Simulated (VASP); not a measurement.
Runs of VASP 6.6.1 on V. The structure is that of space group Im-3m (No. 229), or close to it. The cells are those of the table. 

```tsv
task	cell	gap on the mesh (eV)	pressure (GPa)	moment (μB)
single point	a = 2.629 Å, angles 109.7°, 1 atom	none	-11.6	0.00
single point	a = 2.655 Å, angles 109.5°, 1 atom	none	-17.1	0.00
single point	a = 2.621 Å, angles 109.5°, 1 atom	none	-11.6	0.00
single point	a = 2.638 Å, angles 109.5°, 1 atom	none	-14.5	0.00
single point	a = 2.647 Å, angles 110.3°, 1 atom	none	(a)	0.00
electric field gradients	a = 2.621 Å, angles 109.5°, 1 atom	none	-11.6	0.00
```

Alike in all rows: level PBEsol; potentials or basis VASP PAW PBE potentials, release 64 (V_sv); spin collinear, ferromagnetic start; k mesh 19 × 19 × 19; cutoff (eV) 520; smearing fermi-dirac 0.03 eV.

Q: Estimate the missing entries.

A: (a) -11.4.

Caveats: the cell stands under tension; the moments typed at the start vanished in this run; the PAW data sets were made with another functional, which shifts forces and pressure a little.

A gap of «none» marks levels without a gap at the run's occupations.
